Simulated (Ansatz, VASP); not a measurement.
## AlNi in VASP and in Ansatz

INCAR

```
ALGO = Normal
EDIFF = 1E-6
ENCUT = 690
GGA = PS
GGA_COMPAT = False
ISIF = 2
ISMEAR = -1
ISPIN = 2
LASPH = True
LCHARG = True
LELF = True
LMAXMIX = 4
LORBIT = 11
LREAL = False
LVHAR = True
LWAVE = False
MAGMOM = 2 0
NBANDS = 22
NELM = 200
NUPDOWN = 2.0
PREC = Accurate
SIGMA = 0.05
```

File KPOINTS:

```
k-points
0
Gamma
  8 8 8
```

POSCAR

```
AlNi
1.0
    2.8810000000      0.0000000000      0.0000000000
    0.0000000000      2.8810000000      0.0000000000
    0.0000000000      0.0000000000      2.8810000000
Ni Al
1 1
Direct
    0.5000000000      0.5000000000      0.5000000000
    0.0000000000      0.0000000000      0.0000000000
```

The input input.yaml:

```yaml
crystal:
  lattice:
    - [2.881, 0.0, 0.0]
    - [0.0, 2.881, 0.0]
    - [0.0, 0.0, 2.881]
  atoms:
    - { symbol: Ni, position: [0.5, 0.5, 0.5], spin: 2.0 }
    - { symbol: Al, position: [0.0, 0.0, 0.0] }
hamiltonian:
  xc: pbesol
  pseudopotentials: { kind: paw }
magnetization:
  spin_polarized: true
  initial_magnetization: 2.0
  spin_locking: { lock_magnetization: hard }
kpoints:
  mp_grid: { grid: [8, 8, 8] }
scf:
  occupations: { method: fermi_dirac, width: 0.05 }
  lower_state_search: "off"
output:
  forces: true
  stress: true
  eigenvalues: true
```

Alike in both runs: task single point; functional PBEsol; k mesh 8 × 8 × 8; occupations fermi-dirac, width 0.05 eV; collinear spin; fixed moment 2 μB.

|  | VASP | Ansatz |
| --- | --- | --- |
| version | VASP 6.6.1 | Ansatz 0.2.0 |
| potentials or method | VASP PAW PBE potentials, release 64 (Ni_sv_GW, Al) | Ansatz PAW |
| plane-wave cutoff (eV) | 690 | 420 |
| valence electrons in the cell | 21 | 21 |

Ansatz gave:

```
pressure (GPa)                                                : 15.7
net moment per atom (μB)                                      : 1.00
size of the moment on the site where the two differ most (μB) : 0.24
```

**Question.** What did VASP give for the same quantities?

**Answer.** Pressure (GPa): 15.0; net moment per atom (μB): 1.00; size of the moment on the site where the two differ most (μB): 0.14.

VASP's potentials were made for PBE, not for PBEsol. Site moments also hang on the region over which each program counts them.
